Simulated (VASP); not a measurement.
# SiC (lda) (Fm-3m) in VASP: further runs

The runs below take SiC (lda) through single point, relaxation of cell and atoms, with LDA.

All numbers are computed with VASP 6.6.1; they aren't measurements. Logs are shortened: lines on timing, memory, paths and dates and some standing lists are left out, and cuts for length are marked.

### Step 1. The cell of the first run

Symmetry: Fm-3m, No. 225, cubic system. The conventional cell has a = 3.671 Å, b = 3.671 Å, c = 3.671 Å, α = 90.00°, β = 90.00°, γ = 90.00°. C (site symmetry m-3m) has 6 Si at 1.84 Å within 2.4 Å. Si (site symmetry m-3m) has 6 C at 1.84 Å within 2.4 Å.

### Step 2. Single point, LDA

Input file INCAR:

```
SYSTEM = SiC
  ALGO = Normal
  EDIFF = 1E-6
  ENCUT = 600
  GGA_COMPAT = .False.
  ISIF = 2
  ISMEAR = 0
  LASPH = .True.
  LCHARG = .False.
  LREAL = .False.
  LWAVE = .False.
  NBANDS = 11
  NELM = 120
  PREC = Accurate
  SIGMA = 0.1
```

Input file KPOINTS:

```
k-points
0
Gamma
  8 8 8
  0 0 0
```

Input file POSCAR:

```
SiC
1.0
    0.0000000000      1.8353526598      1.8353526598
    1.8353526598      0.0000000000      1.8353526598
    1.8353526598      1.8353526598      0.0000000000
C Si
1 1
Direct
    0.0000000000      0.0000000000      0.0000000000
    0.5000000000      0.5000000000      0.5000000000
```

Potentials or basis: VASP PAW LDA potentials, release 64 (C, Si).

Started as:

```bash
$ cat potpaw_LDA.64/C/POTCAR potpaw_LDA.64/Si/POTCAR > POTCAR
$ mpirun -np 1 vasp_std > vasp.out
```

OUTCAR:

```text
SYSTEM = SiC
   EDIFF = 1E-6
   ENCUT = 600
   ISIF = 2
   ISMEAR = 0
   LASPH = .True.
   LREAL = .False.
   NELM = 120
   PREC = Accurate

 ion  position               nearest neighbor table
   1  0.000  0.000  0.000-   2 1.84   2 1.84   2 1.84   2 1.84   2 1.84   2 1.84
   2  0.500  0.500  0.500-   1 1.84   1 1.84   1 1.84   1 1.84   1 1.84   1 1.84

  LATTYP: Found a face centered cubic cell.
 ALAT       =     3.6707053196

  Lattice vectors:

 A1 = (   0.0000000000,   1.8353526598,   1.8353526598)
 A2 = (   1.8353526598,   0.0000000000,   1.8353526598)
 A3 = (   1.8353526598,   1.8353526598,   0.0000000000)

Analysis of symmetry for initial positions (statically):
=====================================================================
 Subroutine PRICEL returns:
 Original cell was already a primitive cell.

 Routine SETGRP: Setting up the symmetry group for a
 face centered cubic supercell.

 Subroutine GETGRP returns: Found 48 space group operations
 (whereof 48 operations were pure point group operations)
 out of a pool of 48 trial point group operations.

The static configuration has the point symmetry O_h .

Analysis of symmetry for dynamics (positions and initial velocities):
=====================================================================
 Subroutine PRICEL returns:
 Original cell was already a primitive cell.

 Routine SETGRP: Setting up the symmetry group for a
 face centered cubic supercell.

 Subroutine GETGRP returns: Found 48 space group operations
 (whereof 48 operations were pure point group operations)
 out of a pool of 48 trial point group operations.

The dynamic configuration has the point symmetry O_h .

 Subroutine INISYM returns: Found 48 space group operations
 (whereof 48 operations are pure point group operations),
 and found     1 'primitive' translations

----------------------------------------------------------------------------------------

                                     Primitive cell

  volume of cell :      12.3648

  direct lattice vectors                    reciprocal lattice vectors
     0.000000000  1.835352660  1.835352660    -0.272427208  0.272427208  0.272427208
     1.835352660  0.000000000  1.835352660     0.272427208 -0.272427208  0.272427208
     1.835352660  1.835352660  0.000000000     0.272427208  0.272427208 -0.272427208

  length of vectors
     2.595580623  2.595580623  2.595580623     0.471857765  0.471857765  0.471857765

  position of ions in fractional coordinates (direct lattice)
     0.000000000  0.000000000  0.000000000
     0.500000000  0.500000000  0.500000000

  ion indices of the primitive-cell ions
   primitive index   ion index
                 1           1
                 2           2

----------------------------------------------------------------------------------------

 KPOINTS: k-points

Automatic generation of k-mesh.
 Grid dimensions read from file:
 generate k-points for:    8    8    8

 Generating k-lattice:

  Cartesian coordinates                     Fractional coordinates (reciprocal lattice)
    -0.034053401  0.034053401  0.034053401     0.125000000  0.000000000  0.000000000
     0.034053401 -0.034053401  0.034053401     0.000000000  0.125000000  0.000000000
     0.034053401  0.034053401 -0.034053401     0.000000000  0.000000000  0.125000000

  Length of vectors
     0.058982221  0.058982221  0.058982221

  Shift w.r.t. Gamma in fractional coordinates (k-lattice)
     0.000000000  0.000000000  0.000000000

 Subroutine IBZKPT returns following result:
 ===========================================

 Found     29 irreducible k-points:

 Following reciprocal coordinates:
            Coordinates               Weight
  0.000000  0.000000  0.000000      1.000000
  0.125000  0.000000  0.000000      8.000000
  0.250000  0.000000  0.000000      8.000000
  0.375000  0.000000  0.000000      8.000000
  0.500000  0.000000  0.000000      4.000000
  0.125000  0.125000  0.000000      6.000000
[... 16 lines left out ...]
  0.500000  0.250000  0.125000     48.000000
 -0.375000  0.250000  0.125000     24.000000
 [... further k-points ...]
   k-points           NKPTS =     29   k-points in BZ     NKDIM =     29   number of bands    NBANDS=     11
   number of dos      NEDOS =    301   number of ions     NIONS =      2
   total plane-waves  NPLWV =  13824
   dimension x,y,z NGX =    24 NGY =   24 NGZ =   24
   dimension x,y,z NGXF=    48 NGYF=   48 NGZF=   48
   ions per type =               1   1
   NGX,Y,Z   is equivalent  to a cutoff of  15.37, 15.37, 15.37 a.u.
   NGXF,Y,Z  is equivalent  to a cutoff of  30.74, 30.74, 30.74 a.u.
 SYSTEM =  SiC
   PREC   = accura    normal or accurate (medium, high low for compatibility)
   ISTART =      0    job   : 0-new  1-cont  2-samecut
   ICHARG =      2    charge: 1-file 2-atom 10-const
   ISPIN  =      1    spin polarized calculation?
   LNONCOLLINEAR =      F non collinear calculations
   LSORBIT =      F    spin-orbit coupling
   LASPH  =      T    aspherical Exc in radial PAW
   ENCUT  =  600.0 eV  44.10 Ry    6.64 a.u.   5.18  5.18  5.18*2*pi/ulx,y,z
   NELM   =    120;   NELMIN=  2; NELMDL= -5     # of ELM steps
   EDIFF  = 0.1E-05   stopping-criterion for ELM
   LREAL  =      F    real-space projection
   EDIFFG = 0.1E-04   stopping-criterion for IOM
   NSW    =      0    number of steps for IOM
   IBRION =     -1    ionic relax: 0-MD 1-quasi-New 2-CG
   NFREE  =      0    steps in history (QN), initial steepest desc. (CG)
   ISIF   =      2    stress and relaxation
   ISYM   =      2    0-nonsym 1-usesym 2-fastsym
   POTIM  = 0.5000    time-step for ionic-motion
   TEBEG  =    0.0;   TEEND  =   0.0 temperature during run
   PSTRESS=    0.0 pullay stress
   NELECT =       8.0000    total number of electrons
   NUPDOWN=      -1.0000    fix difference up-down
   EMIN   =  10.00;   EMAX   =-10.00  energy-range for DOS
   EFERMI =   0.00;   METHOD = LEGACY
   ISMEAR =     0;   SIGMA  =   0.10  broadening in eV -4-tet -1-fermi 0-gaus
   EFERMI_NEDOS =   21; number of points for ismear=-14 and -15
   IALGO  =     38    algorithm
   IMIX   =      4    mixing-type and parameters
     AMIX     =   0.40;   BMIX     =  1.00
     AMIX_MAG =   1.60;   BMIX_MAG =  1.00
  volume/ion in A,a.u.               =       6.18        41.72
  Fermi-wavevector in a.u.,A,eV,Ry     =   1.415931  2.675721 27.277769  2.004859
  Thomas-Fermi vector in A             =   2.537318
   LORBIT       =      0    0 simple, 1 ext, 2 COOP (PROOUT), +10 PAW based schemes
   GGA     = CA    functional components
   LHFCALC =     F    Hartree Fock is set to
   AEXX    =    0.0000 exact exchange contribution
   IVDW    =     0    specifies the selected vdW correction
   LEPSILON=     F    determine dielectric tensor
   LRPA    =     F    only Hartree local field effects (RPA)
 non-spin polarized calculation
 Gauss-broadening in eV      SIGMA  =   0.10
  energy-cutoff  :      600.00
  volume of cell :       12.36
 maximum number of plane-waves:       428
 NGX is ok and might be reduce to    24
   NGX = 11   NGY = 11   NGZ = 11

 number of electron       8.0000000 magnetization

 Free energy of the ion-electron system (eV)
  ---------------------------------------------------
  ext. energy  EPLUGINS =         0.00000000
  ---------------------------------------------------
  free energy    TOTEN  =       -14.12563755 eV

  energy without entropy =      -14.12563755  energy(sigma->0) =      -14.12563755

 E-fermi :  17.9954     XC(G=0): -14.1723

 val. band max:       17.5126675748   @ k =   0.0000   0.0000   0.0000
 cond. band min:      18.5007589886   @ k =   0.5000   0.5000   0.0000
 fundamental gap:      0.9880914137
 Fermi energy:        17.9953947759

 k-point     1 :       0.0000    0.0000    0.0000
  band No.  band energies     occupation
      1      -4.5758      2.00000
      2      17.5127      2.00000
      3      17.5127      2.00000
      4      17.5127      2.00000
      5      26.4704      0.00000
      6      26.4704      0.00000
      7      26.4704      0.00000
      8      31.1382      0.00000
      9      32.8560      0.00000
     10      32.8560      0.00000
     11      33.5727      0.00000

 k-point     2 :       0.1250    0.0000    0.0000
  band No.  band energies     occupation
      1      -4.1171      2.00000
      2      15.2775      2.00000
      3      17.1036      2.00000
      4      17.1036      2.00000
      5      26.0510      0.00000
      6      27.2643      0.00000
      7      27.2643      0.00000
      8      30.1206      0.00000
      9      30.1206      0.00000
     10      31.7906      0.00000
     11      33.5783      0.00000

 k-point     3 :       0.2500    0.0000    0.0000
  band No.  band energies     occupation
      1      -2.7533      2.00000
      2      10.9295      2.00000
      3      16.3376      2.00000
      4      16.3376      2.00000
      5      25.6161      0.00000
      6      26.3370      0.00000
      7      26.3370      0.00000
      8      31.2940      0.00000
      9      31.2940      0.00000
     10      32.2270      0.00000
     11      33.4119      0.00000

 k-point     4 :       0.3750    0.0000    0.0000
  band No.  band energies     occupation
      1      -0.5313      2.00000
      2       6.5671      2.00000
      3      15.7552      2.00000
      4      15.7552      2.00000
      5      24.7809      0.00000
      6      24.7809      0.00000
      7      25.4790      0.00000
      8      30.9441      0.00000
      9      35.1483      0.00000
     10      35.1483      0.00000
     11      35.1598      0.00000
[... 239 lines left out ...]
 k-point    22 :       0.3750    0.2500    0.1250
  band No.  band energies     occupation
      1      -1.5587      2.00000
      2      11.4225      2.00000
      3      12.0100      2.00000
      4      15.2081      2.00000
      5      23.5934      0.00000
      6      24.1571      0.00000
      7      28.2110      0.00000
      8      32.1973      0.00000
      9      32.8554      0.00000
     10      37.0413      0.00000
     11      37.0607      0.00000

 k-point    23 :       0.5000    0.2500    0.1250
  band No.  band energies     occupation
      1       0.6251      2.00000
      2       7.5959      2.00000
      3      11.3831      2.00000
      4      13.8860      2.00000
      5      23.0763      0.00000
      6      25.9722      0.00000
      7      27.5425      0.00000
      8      32.1599      0.00000
      9      35.2654      0.00000
     10      36.6936      0.00000
     11      38.4491      0.00000

 k-point    24 :      -0.3750    0.2500    0.1250
  band No.  band energies     occupation
      1       2.9431      2.00000
      2       4.5874      2.00000
      3      11.3947      2.00000
      4      13.2144      2.00000
      5      22.9624      0.00000
      6      25.5971      0.00000
      7      29.4806      0.00000
      8      31.9330      0.00000
      9      35.4488      0.00000
     10      36.1111      0.00000
     11      38.9792      0.00000

 [... further k-points ...]
[... 5 lines left out ...]
  --------------------------------------------------------------------------------------
  -------------------------------------------------------------------------------------
  Total        9.6954535      9.6954535      9.6954535      0.0000000      0.0000000      0.0000000
  in kB     1256.2906739   1256.2906739   1256.2906739      0.0000000      0.0000000      0.0000000
  external PRESSURE =    1256.2906739 kB  Pullay stress =       0.0000000 kB

 VOLUME and BASIS-vectors are now :
 -----------------------------------------------------------------------------
  energy-cutoff  :      600.00
  volume of cell :       12.36
      direct lattice vectors                 reciprocal lattice vectors
     0.000000000  1.835352660  1.835352660    -0.272427208  0.272427208  0.272427208
     1.835352660  0.000000000  1.835352660     0.272427208 -0.272427208  0.272427208
     1.835352660  1.835352660  0.000000000     0.272427208  0.272427208 -0.272427208

 POSITION                                       TOTAL-FORCE (eV/Angst)
 -----------------------------------------------------------------------------------
      0.00000      0.00000      0.00000         0.000000      0.000000      0.000000
      1.83535      1.83535      1.83535         0.000000     -0.000000     -0.000000
 -----------------------------------------------------------------------------------
    total drift:                                0.000000     -0.000000     -0.000000

  FREE ENERGIE OF THE ION-ELECTRON SYSTEM (eV)
  ---------------------------------------------------
  free  energy   TOTEN  =       -14.1256375496 eV

  energy  without entropy=      -14.1256375496  energy(sigma->0) =      -14.12563755
```

Run time: 5.2 s. Hardware: 1 thread of Intel Xeon Platinum 8488C (Sapphire Rapids), shared host; peak memory 0.12 GiB.

What came out:

| Item | Value |
| --- | --- |
| Free energy | -14.1256 eV |
| Pressure | 125.6 GPa |
| Band gap on the k mesh | 0.99 eV, indirect (least direct gap 6.55 eV) |

Levels at points of the mesh, in eV from the valence-band top:
| k point | band 2 | band 3 | band 4 | band 5 | band 6 | band 7 |
| --- | --- | --- | --- | --- | --- | --- |
| (0.00, 0.00, 0.00) | 0.00 | 0.00 | 0.00 | 8.96 | 8.96 | 8.96 |
| (0.50, 0.00, 0.00) | -14.12 | -1.96 | -1.96 | 6.71 | 6.71 | 7.97 |
| (0.50, 0.50, 0.00) | -12.71 | -5.56 | -5.56 | 0.99 | 1.33 | 19.14 |

A k mesh can miss the band edges. As with any semilocal functional, this LDA gap is likely too small.

(Part 1 of 2 ends here.)
